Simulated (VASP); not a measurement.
A run of VASP 6.6.1 is set up as follows.

The input INCAR:

```
PREC = Accurate ; ENCUT = 520
EDIFF = 1E-6 ; ISMEAR = 0
SIGMA = 0.15 ; LREAL = False
LASPH = True ; NELM = 80
ALGO = Fast ; ISIF = 2
LWAVE = False ; LCHARG = False
GGA = CA ; NBANDS = 16
```

File KPOINTS:

```
Automatic mesh
0
Gamma
  18 18 10
```

File POSCAR:

```
Ir
1.0
    2.6241000000      0.0000000000      0.0000000000
   -1.3120500000      2.2725372621      0.0000000000
    0.0000000000      0.0000000000      4.3862377060
Ir
2
Direct
    0.6666666667      0.3333333333      0.7500000000
    0.3333333333      0.6666666667      0.2500000000
```

Potentials or basis: VASP PAW LDA potentials, release 64 (Ir).

Command:

```bash
$ cat potpaw_LDA.64/Ir/POTCAR > POTCAR
$ mpirun -np 1 vasp_std > vasp.out
```

**Question.** Estimate the pressure.

**Answer.** 32.3 GPa.

**Question.** What does it give for the band gap on the k mesh?

**Answer.** Zero (bands 9 and 10 overlap by 4.02 eV).

Stress tensor (GPa, compression positive):
```
37.50  0.00  0.00
 0.00 37.50  0.00
 0.00  0.00 21.76
```

Caveat: the cell stands under pressure; spin-orbit coupling is left out, which moves the levels of the heavy elements.
